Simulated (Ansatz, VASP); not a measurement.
# Two plane-wave programs on Al

INCAR

```
  PREC = Accurate
  ENCUT = 500
  EDIFF = 1E-6
  ISMEAR = 0
  SIGMA = 0.1
  LREAL = False
  LASPH = True
  NELM = 120
  ALGO = Normal
  ISIF = 2
  LWAVE = False
  LCHARG = False
  GGA = PS
  NBANDS = 10
  GGA_COMPAT = False
```

KPOINTS

```
Automatic mesh
0
Gamma
  6 6 4
```

Contents of POSCAR:

```
Al
1.0
    3.0394136970      0.0000000000      0.0000000000
   -1.5197068485      2.6322094742      0.0000000000
    0.0000000000      0.0000000000      4.8590187100
Al
2
Direct
    0.3333333333      0.6666666667      0.2500000000
    0.6666666667      0.3333333333      0.7500000000
```

Input for Ansatz:

```yaml
crystal:
  lattice:
    - [3.039413697, 0.0, 0.0]
    - [-1.5197068485, 2.6322094742, 0.0]
    - [0.0, 0.0, 4.85901871]
  atoms:
    - { symbol: Al, position: [0.3333333333, 0.6666666667, 0.25] }
    - { symbol: Al, position: [0.6666666667, 0.3333333333, 0.75] }
basis:
  ecutwfc: 420
kpoints:
  mp_grid: { grid: [6, 6, 4] }
hamiltonian:
  xc: pbesol
scf:
  occupations: { method: gaussian, width: 0.1 }
output:
  forces: true
  stress: true
  eigenvalues: true
```

Alike in both runs: task single point; functional PBEsol; k mesh 6 × 6 × 4; occupations gaussian, width 0.1 eV; no spin polarisation.

|  | VASP | Ansatz |
| --- | --- | --- |
| version | VASP 6.6.1 | Ansatz 0.2.0 |
| potentials or method | VASP PAW PBE potentials, release 64 (Al), cutoff 500 eV | scalar-relativistic, plane waves, PAW |
| valence electrons in the cell | 6 | 6 |

|  | VASP | Ansatz | Ansatz less VASP |
| --- | --- | --- | --- |
| gap on the k mesh at the Fermi level (eV) | none | none | - |
| pressure (GPa) | -9.4 | -9.4 | -0.02 |
| traceless stress, the component that is largest in VASP (GPa) | 2.44 | 2.43 | -0.003 |

VASP's potentials were made for PBE, not for PBEsol. A gap of «none» marks a metal or a gap that the smearing closes. The functional is the same, so the differences come from potentials, cutoffs and numerics.

The k mesh is coarse, so the values compare programs but aren't converged.
